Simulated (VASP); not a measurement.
Runs of VASP 6.6.1 on LiH. The structure is that of space group Fm-3m (No. 225), or close to it. The cells are those of the table. 

```csv
task,level,cell,cutoff (eV),gap on the mesh (eV),pressure (GPa),relaxed volume (Å³/atom)
single point,r2SCAN+rVV10,"a = 2.826 Å, angles 60.0°, 2 atoms",520,4.06,-,-
single point,RPBE,"a = 2.878 Å, angles 60.0°, 2 atoms",520,(a),-,-
single point,r2SCAN+D4,"a = 2.818 Å, angles 60.0°, 2 atoms",520,4.10,-,-
relaxation of cell and atoms,r2SCAN+rVV10,"relaxed from a = 2.880 Å, angles 60.0°, 2 atoms",600,4.06,-0.1,(b)
relaxation of cell and atoms,r2SCAN+D4,"relaxed from a = 2.880 Å, angles 60.0°, 2 atoms",600,4.09,0.1,7.82
```

Alike in all rows: potentials or basis VASP PAW PBE potentials, release 64 (Li_sv, H); no spin polarisation; k mesh 7 × 7 × 7; smearing gaussian 0.01 eV.

Fill in the values left out.

(a) 3.64; (b) 7.92.

Caveats: the cutoff is under 1.25 times the usual one of these potentials, so pressure, stress and relaxed cells hold a basis-set (Pulay) error; the PAW data sets were made with another functional, which shifts forces and pressure a little.

A k mesh can miss the band edges.
